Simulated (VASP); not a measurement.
# Mg65Si32 (a cell with a defect) in VASP: a series of runs

Runs on Mg65Si32 (a cell with a defect). Level: PBEsol. Tasks: single point.

Everything below comes from runs of VASP 6.6.1. Logs are shortened: lines on timing, memory, paths and dates and some standing lists are left out, and cuts for length are marked.

### 1 The cell of the first run

The cell holds a defect, 97 atoms: a = 12.649 Å, b = 12.649 Å, c = 12.649 Å, α = 90.00°, β = 90.00°, γ = 90.00°.

### 2 Single point, PBEsol, collinear spin

Input file INCAR:

```
SYSTEM = Mg65Si32
PREC = Accurate
ENCUT = 400
EDIFF = 1E-6
ISMEAR = -1
SIGMA = 0.05
LREAL = Auto
LASPH = .TRUE.
NELM = 200
ALGO = Normal
ISIF = 2
LWAVE = .FALSE.
LCHARG = .TRUE.
ISPIN = 2
MAGMOM = 0 0 0 0.167 0 0 0 0 0 0 0 0 0 0 0 0 0 0 0 0 0 0 0 0 0 0 0 0.167 0 0 0 0.167 0 0 0 0 0 0 0 0 0 0.167 0 0.167 0 0 0 0 0 0 0.167 0.167 0 0 0 0 0 0 0 0 0 0 0 0 0.167 0 0 0 0 0 0 0 0.167 0 0 0 0.167 0 0 0 0 0 0 0 0.167 0 0 0 0 0 0 0 0 0 0 0 0.167
LORBIT = 11
GGA = PS
LELF = .TRUE.
LVHAR = .TRUE.
ISYM = -1
NBANDS = 187
GGA_COMPAT = .FALSE.
```

Input file KPOINTS:

```
explicit points
1
Reciprocal
  0.25000000   0.25000000   0.25000000 1
```

Input file POSCAR:

```
Mg65Si32
1.0
   12.6494980000      0.0000000000      0.0000000000
    0.0000000000     12.6494980000      0.0000000000
    0.0000000000      0.0000000000     12.6494980000
Mg Si
65 32
Direct
    0.3733520000      0.1246560000      0.1251780000
    0.3735180000      0.1250890000      0.6256510000
    0.3737330000      0.6240710000      0.1253420000
    0.3666830000      0.6170290000      0.6333810000
    0.8745660000      0.1249060000      0.1248470000
    0.8742220000      0.1245620000      0.6254520000
    0.8743190000      0.6236930000      0.1251740000
    0.8747490000      0.6238600000      0.6256510000
    0.1225580000      0.3729000000      0.1252430000
    0.1229130000      0.3732590000      0.6261320000
    0.1227630000      0.8736790000      0.1255920000
    0.1222710000      0.8737570000      0.6262560000
    0.6233350000      0.3731110000      0.1255910000
    0.6234130000      0.3726140000      0.6262530000
    0.6234710000      0.8738170000      0.1249420000
    0.6300290000      0.8803740000      0.6326380000
    0.1224880000      0.1246570000      0.3763040000
    0.1219430000      0.1248460000      0.8772710000
    0.1223070000      0.6240850000      0.3765840000
    0.1225070000      0.6238450000      0.8772330000
    0.6228190000      0.1250390000      0.3762270000
    0.6228010000      0.1245980000      0.8769630000
    0.6298950000      0.6167310000      0.3692720000
    0.6228950000      0.6236820000      0.8776400000
    0.1224630000      0.1253500000      0.1252760000
    0.1226390000      0.1249050000      0.6262430000
    0.1227720000      0.6243440000      0.1256890000
    0.1224810000      0.6244700000      0.6263540000
    0.6234940000      0.1248460000      0.1253990000
    0.6231480000      0.1251520000      0.6260460000
    0.6234880000      0.6245050000      0.1253380000
    0.6307280000      0.6175160000      0.6335420000
    0.3737460000      0.3726510000      0.3765830000
    0.3735010000      0.3728520000      0.8772330000
    0.3663950000      0.8802380000      0.3692700000
    0.3733430000      0.8732400000      0.8776380000
    0.8743180000      0.3728310000      0.3763060000
    0.8745090000      0.3722850000      0.8772670000
    0.8747050000      0.8731620000      0.3762290000
    0.8742590000      0.8731430000      0.8769650000
    0.3740040000      0.3731150000      0.1256880000
    0.3741240000      0.3728300000      0.6263560000
    0.3741660000      0.8738340000      0.1253380000
    0.3671750000      0.8810740000      0.6335400000
    0.8750130000      0.3728100000      0.1252730000
    0.8745640000      0.3729800000      0.6262420000
    0.8745050000      0.8738370000      0.1253990000
    0.8748130000      0.8734930000      0.6260450000
    0.3734040000      0.1252190000      0.3762940000
    0.3736840000      0.1245730000      0.8769120000
    0.3670720000      0.6174100000      0.3700320000
    0.3735450000      0.6238820000      0.8779350000
    0.8741910000      0.1245290000      0.3764750000
    0.8744950000      0.1248330000      0.8772660000
    0.8748810000      0.6237430000      0.3762950000
    0.8742340000      0.6240250000      0.8769110000
    0.1227500000      0.3730970000      0.3770200000
    0.1223900000      0.3727300000      0.8775400000
    0.1223180000      0.8736270000      0.3768300000
    0.1226630000      0.8738270000      0.8773720000
    0.6232850000      0.3726590000      0.3768300000
    0.6234810000      0.3730090000      0.8773710000
    0.6305950000      0.8809360000      0.3699130000
    0.6233550000      0.8737000000      0.8774820000
    0.4985160000      0.7488580000      0.5013660000
    0.9984490000      0.9988650000      0.0012610000
    0.9983050000      0.9986110000      0.5010760000
    0.9985220000      0.4987520000      0.0012020000
    0.9988060000      0.4989420000      0.5014010000
    0.4983780000      0.9986730000      0.0010010000
    0.4977030000      0.9934970000      0.5004500000
    0.4985850000      0.4989880000      0.0017210000
    0.4992850000      0.5044900000      0.5023910000
    0.2484100000      0.2488610000      0.0012050000
    0.2486000000      0.2491480000      0.5014000000
    0.2486480000      0.7489270000      0.0017210000
    0.2541500000      0.7496300000      0.5023890000
    0.7485240000      0.2487910000      0.0012600000
    0.7482680000      0.2486450000      0.5010740000
    0.7483290000      0.7487200000      0.0010020000
    0.7431550000      0.7480420000      0.5004520000
    0.2464200000      0.0008530000      0.2492870000
    0.2463270000      0.0009500000      0.7534140000
    0.2466210000      0.4969640000      0.2495700000
    0.2464940000      0.4968370000      0.7533770000
    0.7505260000      0.0008670000      0.2491050000
    0.7504440000      0.0007840000      0.7531800000
    0.7505160000      0.4967630000      0.2492870000
    0.7506090000      0.4966670000      0.7534120000
    0.9985290000      0.2488720000      0.2512500000
    0.9984120000      0.2487540000      0.7512130000
    0.9987050000      0.7488480000      0.2513670000
    0.9983930000      0.7487210000      0.7511970000
    0.4985070000      0.2490470000      0.2513680000
    0.4983770000      0.2487360000      0.7511960000
    0.4992520000      0.7495900000      0.2569700000
    0.4976120000      0.7479570000      0.7458710000
```

Potentials or basis: VASP PAW PBE potentials, release 64 (Mg, Si).

Started as:

```sh
$ cat potpaw_PBE.64/Mg/POTCAR potpaw_PBE.64/Si/POTCAR > POTCAR
$ mpirun -np 1 vasp_std > vasp.out
```

OUTCAR:

```text
SYSTEM = Mg65Si32
   PREC = Accurate
   ENCUT = 400
   EDIFF = 1E-6
   ISMEAR = -1
   LREAL = Auto
   LASPH = .TRUE.
   NELM = 200
   ISIF = 2
   ISPIN = 2
   LORBIT = 11
   GGA = PS
   ISYM = -1

 ion  position               nearest neighbor table
   1  0.373  0.125  0.125-  74 2.72  82 2.74  70 2.74  94 2.74  50 3.14  41 3.14  29 3.16  43 3.17
                            25 3.17  49 3.18
   2  0.374  0.125  0.626-  75 2.73  95 2.73  83 2.77  71 2.78  44 3.09  42 3.13  49 3.15  30 3.16
                            26 3.17  50 3.18
   3  0.374  0.624  0.125-  72 2.73  76 2.73  84 2.76  96 2.80  51 3.10  52 3.13  31 3.16  43 3.16
                            41 3.17  27 3.17
   4  0.367  0.617  0.633-  85 2.63  97 2.74  77 2.75  73 2.75  65 2.89  42 3.09  28 3.09  52 3.10
                            51 3.33  32 3.34  44 3.34
   5  0.875  0.125  0.125-  86 2.72  66 2.73  78 2.73  90 2.73  54 3.13  25 3.14  45 3.14  47 3.18
                            29 3.18  53 3.18
   6  0.874  0.125  0.625-  91 2.73  67 2.73  79 2.73  87 2.74  26 3.14  46 3.14  53 3.15  48 3.18
                            30 3.18  54 3.19
   7  0.874  0.624  0.125-  68 2.72  88 2.74  80 2.74  92 2.74  56 3.14  27 3.14  47 3.16  31 3.17
                            45 3.17  55 3.18
   8  0.875  0.624  0.626-  69 2.73  93 2.73  89 2.77  81 2.78  32 3.09  28 3.13  55 3.15  48 3.16
                            46 3.17  56 3.18
   9  0.123  0.373  0.125-  84 2.72  74 2.73  68 2.73  90 2.73  45 3.13  25 3.13  58 3.13  27 3.18
[... 97 lines left out ...]
  58  0.122  0.373  0.878-  85 2.72  68 2.73  74 2.73  91 2.73   9 3.13  38 3.14  18 3.14  34 3.18
                            20 3.18  10 3.18
  59  0.122  0.874  0.377-  67 2.73  92 2.73  82 2.77  77 2.79  35 3.09  39 3.13  12 3.16  19 3.16
                            17 3.18  11 3.18
  60  0.123  0.874  0.877-  66 2.73  83 2.74  76 2.74  93 2.74  11 3.14  40 3.14  20 3.16  36 3.17
                            18 3.18  12 3.18
  61  0.623  0.373  0.377-  79 2.73  94 2.73  88 2.77  73 2.79  23 3.09  21 3.13  14 3.16  33 3.16
                            37 3.18  13 3.18
  62  0.623  0.373  0.877-  78 2.73  89 2.74  72 2.74  95 2.74  13 3.14  22 3.14  34 3.16  24 3.17
                            38 3.18  14 3.18
  63  0.631  0.881  0.370-  86 2.63  96 2.75  71 2.75  81 2.75  65 2.89  21 3.09  39 3.09  15 3.10
                            16 3.32  35 3.34  23 3.34
  64  0.623  0.874  0.877-  70 2.73  80 2.73  87 2.76  97 2.80  16 3.10  15 3.13  36 3.16  24 3.16
                            22 3.17  40 3.17
  65  0.499  0.749  0.501-  51 2.88  16 2.88  35 2.89  23 2.89  63 2.89   4 2.89  32 2.89  44 2.89
                            77 3.09  73 3.09  96 3.09  97 3.09  71 3.09  81 3.09
  66  0.998  0.999  0.001-  47 2.72  60 2.73  18 2.73   5 2.73  11 2.73  54 2.73  40 2.73  25 2.74

  67  0.998  0.999  0.501-  59 2.73  48 2.73  39 2.73  12 2.73   6 2.73  53 2.74  17 2.74  26 2.74

  68  0.999  0.499  0.001-  20 2.72   7 2.72  45 2.73  58 2.73  56 2.73   9 2.73  27 2.73  38 2.73
[... 55 lines left out ...]
  96  0.499  0.750  0.257-  63 2.75  23 2.75  35 2.75  51 2.76  15 2.78  31 2.78  43 2.78   3 2.80
                            65 3.09
  97  0.498  0.748  0.746-   4 2.74  44 2.75  32 2.75  16 2.77  52 2.78  36 2.79  24 2.79  64 2.80
                            65 3.09

IMPORTANT INFORMATION: All symmetrisations will be switched off!
NOSYMM: (Re-)initialisation of all symmetry stuff for point group C_1.

----------------------------------------------------------------------------------------

                                     Primitive cell

  volume of cell :    2024.0436

  direct lattice vectors                    reciprocal lattice vectors
    12.649498000  0.000000000  0.000000000     0.079054521  0.000000000  0.000000000
     0.000000000 12.649498000  0.000000000     0.000000000  0.079054521  0.000000000
     0.000000000  0.000000000 12.649498000     0.000000000  0.000000000  0.079054521

  length of vectors
[... 13 lines left out ...]
  ---------------------------------------------------
  free energy    TOTEN  =      -310.37136921 eV

  energy without entropy =     -310.26396930  energy(sigma->0) =     -310.31766925

 E-fermi :   3.9512     XC(G=0):  -8.9578

 val. band max:        3.8749844577   @ k =   0.2500   0.2500   0.2500
 cond. band min:       4.0669181592   @ k =   0.2500   0.2500   0.2500
 fundamental gap:      0.1919337015
 Fermi energy:         3.9511757422

 spin component 1

 k-point     1 :       0.2500    0.2500    0.2500
  band No.  band energies     occupation
      1      -5.4179      1.00000
      2      -5.0977      1.00000
      3      -4.9955      1.00000
      4      -4.9952      1.00000
      5      -4.7253      1.00000
      6      -4.6635      1.00000
[... 133 lines left out ...]
    140       4.9514      0.00000
    141       5.0133      0.00000
 Fermi energy:         3.9511757422

 spin component 2

 k-point     1 :       0.2500    0.2500    0.2500
  band No.  band energies     occupation
      1      -5.4178      1.00000
      2      -5.0976      1.00000
      3      -4.9954      1.00000
      4      -4.9952      1.00000
      5      -4.7253      1.00000
      6      -4.6635      1.00000
[... 133 lines left out ...]
    140       4.9515      0.00000
    141       5.0133      0.00000
 [bands above 141 left out]

------------------------ aborting loop because EDIFF is reached ----------------------------------------

  FORCE on cell =-STRESS in cart. coord.  units (eV):
  Direction    XX          YY          ZZ          XY          YZ          ZX
  --------------------------------------------------------------------------------------
  -------------------------------------------------------------------------------------
  Total        3.2181250      3.2279509      3.2471955     -8.7091434     -8.6320737     -8.6267787
  in kB        2.5473793      2.5551572      2.5703907     -6.8939186     -6.8329123     -6.8287210
  external PRESSURE =       2.5576424 kB  Pullay stress =       0.0000000 kB

 VOLUME and BASIS-vectors are now :
 -----------------------------------------------------------------------------
  energy-cutoff  :      400.00
  volume of cell :     2024.04
      direct lattice vectors                 reciprocal lattice vectors
    12.649498000  0.000000000  0.000000000     0.079054521  0.000000000  0.000000000
     0.000000000 12.649498000  0.000000000     0.000000000  0.079054521  0.000000000
     0.000000000  0.000000000 12.649498000     0.000000000  0.000000000  0.079054521

 POSITION                                       TOTAL-FORCE (eV/Angst)
 -----------------------------------------------------------------------------------
      4.72272      1.57684      1.58344        -0.009400     -0.014887      0.015600
      4.72482      1.58231      7.91417        -0.023690     -0.012738      0.022414
      4.72753      7.89418      1.58551        -0.017684     -0.016908      0.013640
      4.63836      7.80511      8.01195        -0.029362     -0.029570     -0.005791
     11.06282      1.58000      1.57925        -0.013966     -0.014347      0.011880
     11.05847      1.57565      7.91165        -0.014943     -0.015512      0.018921
[... 89 lines left out ...]
      6.31529      9.48194      3.25054        -0.009744     -0.009447      0.011007
      6.29454      9.46128      9.43489         0.032715      0.032898     -0.009071
 -----------------------------------------------------------------------------------
    total drift:                               -0.047118     -0.021819      0.037636

  FREE ENERGIE OF THE ION-ELECTRON SYSTEM (eV)
  ---------------------------------------------------
  free  energy   TOTEN  =      -310.3713692057 eV

  energy  without entropy=     -310.2639692964  energy(sigma->0) =     -310.31766925

 total charge

# of ion       s       p       d       tot
------------------------------------------
    1        0.182   0.143   0.025   0.350
    2        0.182   0.142   0.024   0.349
    3        0.182   0.142   0.024   0.348
    4        0.187   0.151   0.028   0.366
    5        0.182   0.145   0.025   0.353
    6        0.181   0.144   0.025   0.350
[... 89 lines left out ...]
   96        0.759   0.929   0.000   1.688
   97        0.760   0.929   0.000   1.688
--------------------------------------------------
tot         36.223  39.715   1.623  77.560

 magnetization (x)

# of ion       s       p       d       tot
------------------------------------------
    1        0.000  -0.000  -0.000  -0.000
    2        0.000   0.000   0.000   0.000
    3        0.000   0.000   0.000   0.000
    4        0.000   0.000   0.000   0.000
    5       -0.000  -0.000  -0.000  -0.000
    6       -0.000  -0.000  -0.000  -0.000
[... 89 lines left out ...]
   96       -0.000  -0.000   0.000  -0.000
   97       -0.000  -0.000   0.000  -0.000
--------------------------------------------------
tot          0.000  -0.000   0.000  -0.000
```

It took 12 min on 1 thread of Intel Xeon 6975P-C (Granite Rapids), shared host; peak memory 1.6 GiB.

What came out:

```yaml
Free_energy: -310.3714 eV
Pressure: 0.3 GPa
Largest_force: 0.047 eV/Å
Net_moment: 0.01 μB per cell
Valence_electrons_inside_the_program's_atomic_spheres: Mg 0.35, 0.37, 0.36, 0.38 (each value once); Si 1.71, 1.69, 1.72 (each value once)
```

Forces in eV/Å, atoms in the order of the input:
```
Mg  -0.009 -0.015  0.016
Mg  -0.024 -0.013  0.022
Mg  -0.018 -0.017  0.014
Mg  -0.029 -0.030 -0.006
Mg  -0.014 -0.014  0.012
Mg  -0.015 -0.016  0.019
Mg  -0.015 -0.010  0.015
Mg  -0.013 -0.024  0.022
Mg   0.008  0.009  0.011
Mg   0.007  0.008  0.012
Mg   0.011  0.011  0.013
Mg   0.009  0.025  0.020
Mg   0.011  0.011  0.013
Mg   0.026  0.010  0.019
Mg   0.018  0.018  0.013
Mg   0.016  0.015  0.022
Mg   0.012 -0.015 -0.014
Mg   0.014 -0.012 -0.011
Mg   0.017 -0.014 -0.013
Mg   0.016 -0.014 -0.015
Mg   0.020 -0.016 -0.019
Mg   0.018 -0.013 -0.012
Mg   0.018 -0.020 -0.014
Mg   0.020 -0.011 -0.018
Mg   0.011 -0.015  0.011
Mg   0.012 -0.017  0.014
Mg   0.012 -0.013  0.009
Mg   0.012 -0.021  0.018
Mg   0.010 -0.015  0.014
Mg   0.020 -0.015  0.017
Mg   0.019 -0.020  0.008
Mg   0.022 -0.015  0.017
Mg  -0.014  0.017 -0.013
Mg  -0.014  0.016 -0.015
Mg  -0.020  0.017 -0.014
Mg  -0.013  0.020 -0.017
Mg  -0.015  0.011 -0.014
Mg  -0.011  0.014 -0.010
Mg  -0.016  0.020 -0.019
Mg  -0.013  0.018 -0.011
Mg  -0.013  0.010  0.009
Mg  -0.022  0.011  0.018
Mg  -0.021  0.019  0.008
Mg  -0.014  0.022  0.018
Mg  -0.016  0.010  0.010
Mg  -0.017  0.012  0.013
Mg  -0.015  0.011  0.014
Mg  -0.016  0.021  0.016
Mg  -0.019 -0.011 -0.020
Mg  -0.016 -0.013 -0.009
Mg  -0.020 -0.021 -0.012
Mg  -0.021 -0.021 -0.010
Mg  -0.014 -0.014 -0.015
Mg  -0.013 -0.011 -0.009
Mg  -0.012 -0.018 -0.020
Mg  -0.014 -0.015 -0.009
Mg   0.012  0.011 -0.021
Mg   0.014  0.015 -0.007
Mg   0.017  0.024 -0.015
Mg   0.014  0.014 -0.013
Mg   0.023  0.017 -0.014
Mg   0.015  0.013 -0.014
Mg   0.022  0.023 -0.016
Mg   0.010  0.010 -0.018
Mg  -0.003 -0.004  0.004
Si   0.001  0.000 -0.001
Si   0.003 -0.003  0.005
Si   0.002  0.001  0.005
Si  -0.005  0.011  0.002
Si  -0.001 -0.003  0.007
Si   0.015 -0.024  0.018
Si   0.000  0.005 -0.006
Si  -0.012  0.015 -0.030
Si   0.002  0.002  0.006
Si   0.011 -0.006  0.002
Si   0.005  0.000 -0.006
Si   0.015 -0.012 -0.029
Si   0.000  0.001 -0.001
Si  -0.003  0.003  0.005
Si  -0.003 -0.001  0.008
Si  -0.023  0.014  0.019
Si  -0.003  0.005 -0.004
Si   0.005 -0.002 -0.004
Si  -0.003 -0.004 -0.004
Si  -0.003 -0.003  0.013
Si   0.001  0.001  0.006
Si   0.000  0.000 -0.003
Si   0.005 -0.002 -0.004
Si  -0.002  0.005 -0.004
Si   0.003  0.003  0.003
Si   0.003  0.002 -0.002
Si  -0.003  0.000  0.006
Si  -0.001  0.001 -0.009
Si   0.000 -0.003  0.006
Si   0.001 -0.001 -0.009
Si  -0.010 -0.009  0.011
Si   0.033  0.033 -0.009
```

Caveat: the PAW data sets were made with another functional, which shifts forces and pressure a little.

[end of part 1 of 2]
